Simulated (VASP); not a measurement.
Wanted: the native input for a VASP 6.6.1 run.

```
Task                   : single point
Functional             : PBE
Potentials or basis    : VASP PAW PBE potentials, release 64 (W_sv, C)
Cutoff                 : 520 eV
k mesh                 : 14 × 14 × 14
Occupations            : fermi-dirac, width 0.08 eV
Spin                   : no spin polarisation
Dipole correction      : no
Further INCAR settings : ALGO = Normal; EDIFF = 1e-06; NBANDS = 16
```

The structure of WC (zincblende type) lies in POSCAR:

```
WC
1.0
    0.0000000000      2.2012350737      2.2012350737
    2.2012350737      0.0000000000      2.2012350737
    2.2012350737      2.2012350737      0.0000000000
W C
1 1
Direct
    0.0000000000      0.0000000000      0.0000000000
    0.2500000000      0.2500000000      0.2500000000
```

The input as run:

INCAR

```
SYSTEM = WC
PREC     = Accurate       ! precision mode
ENCUT    = 520            ! plane-wave cutoff, eV
EDIFF    = 1E-6           ! SCF threshold, eV
ISMEAR   = -1             ! smearing method
SIGMA    = 0.08           ! smearing width, eV
LREAL    = .FALSE.        ! projectors in reciprocal space
LASPH    = .TRUE.         ! aspherical terms in the spheres
NELM     = 100            ! most SCF steps
ALGO     = Normal         ! electronic algorithm
ISIF     = 2              ! what is computed and relaxed
LWAVE    = .FALSE.        ! write WAVECAR
LCHARG   = .FALSE.        ! write CHGCAR
GGA      = PE             ! functional
NBANDS   = 16             ! bands
```

KPOINTS

```
Automatic mesh
0
G
  14 14 14
  0 0 0
```

Potentials or basis: VASP PAW PBE potentials, release 64 (W_sv, C).

Launch:

```console
$ cat potpaw_PBE.64/W_sv/POTCAR potpaw_PBE.64/C/POTCAR > POTCAR
$ mpirun -np 1 vasp_std > vasp.out
```

It gave:

```
Pressure               : 78.0 GPa
Band gap on the k mesh : zero (bands 9 and 10 overlap by 1.77 eV)
```

Caveat: the cell stands under pressure; spin-orbit coupling is left out, which moves the levels of the heavy elements.

Run time: 32 s on 1 thread of Intel Xeon 8259CL, with other jobs on the host, peak memory 0.17 GiB.
